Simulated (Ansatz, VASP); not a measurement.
## One calculation of ZnO, two programs

```xyz
4
Lattice="3.2799 0.0000 0.0000 -1.6400 2.8405 0.0000 0.0000 0.0000 5.2942" Properties=species:S:1:pos:R:3 pbc="T T T"
Zn    0.0000    1.8937    0.0104
Zn    1.6400    0.9468    2.6575
O     0.0000    1.8937    2.0173
O     1.6400    0.9468    4.6644
```

Alike in both runs: functional PBE; k mesh 9 × 9 × 6; occupations gaussian, width 0.02 eV; no spin polarisation.

Ansatz relaxed the structure, and its values are those at the end. VASP's run is a single point on that final structure, the one shown.

|  | VASP | Ansatz |
| --- | --- | --- |
| version | VASP 6.6.1 | Ansatz 0.2.0 |
| potentials or method | VASP PAW PBE potentials, release 64 (Zn, O), cutoff 520 eV | scalar-relativistic, plane waves, PAW |
| valence electrons in the cell | 36 | 36 |

Ansatz gave:

```
gap on the k mesh at the Fermi level (eV) : 0.74
least direct gap on the mesh (eV)         : 0.74
pressure (GPa)                            : 0.0
```

Problem. What did VASP give for the same quantities?

Solution. gap on the k mesh at the Fermi level (eV): 0.73; least direct gap on the mesh (eV): 0.73; pressure (GPa): 0.8.
